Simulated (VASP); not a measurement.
Set up this calculation in VASP 6.6.1, as the native input.

| Item | Value |
| --- | --- |
| Task | single point |
| Functional | PBE |
| Potentials or basis | VASP PAW PBE potentials, release 64 (Ca_sv, O) |
| Cutoff | 520 eV |
| k mesh | 10 × 10 × 10 |
| Occupations | fermi-dirac, width 0.02 eV |
| Spin | no spin polarisation |
| Dipole correction | no |
| Further INCAR settings | ALGO = Normal; EDIFF = 1e-07; NBANDS = 15 |

The structure of CaO lies in POSCAR:

```
CaO
1.0
    0.0664920566      2.4640421754      2.4640421754
    2.4640421754      0.0664920566      2.4640421754
    2.4640421754      2.4640421754      0.0664920566
Ca O
1 1
Direct
    0.0000000000      0.0000000000      0.0000000000
    0.5000000000      0.5000000000      0.5000000000
```

This cell differs from its parent crystal: strain along [111] +4.2%.

The input as run:

INCAR

```
SYSTEM = CaO
ALGO = Normal
EDIFF = 1E-7
ENCUT = 520
GGA = PE
ISIF = 2
ISMEAR = -1
LASPH = .TRUE.
LCHARG = .FALSE.
LREAL = .FALSE.
LWAVE = .FALSE.
NBANDS = 15
NELM = 100
PREC = Accurate
SIGMA = 0.02
```

KPOINTS

```
k-points
0
G
  10 10 10
  0 0 0
```

Potentials or basis: VASP PAW PBE potentials, release 64 (Ca_sv, O).

Launch:

```sh
$ cat potpaw_PBE.64/Ca_sv/POTCAR potpaw_PBE.64/O/POTCAR > POTCAR
$ mpirun -np 1 vasp_std > vasp.out
```

It gave:

The pressure is -1.4 GPa and the band gap on the k mesh is 3.58 eV, indirect (least direct gap 3.95 eV).

Caveat: the cell differs from its parent crystal (strain along [111] +4.2%).

Wall time 38 s on 1 thread of AMD EPYC 7R13 Processor (Zen 3), with other jobs on the host, peak memory 0.16 GiB.
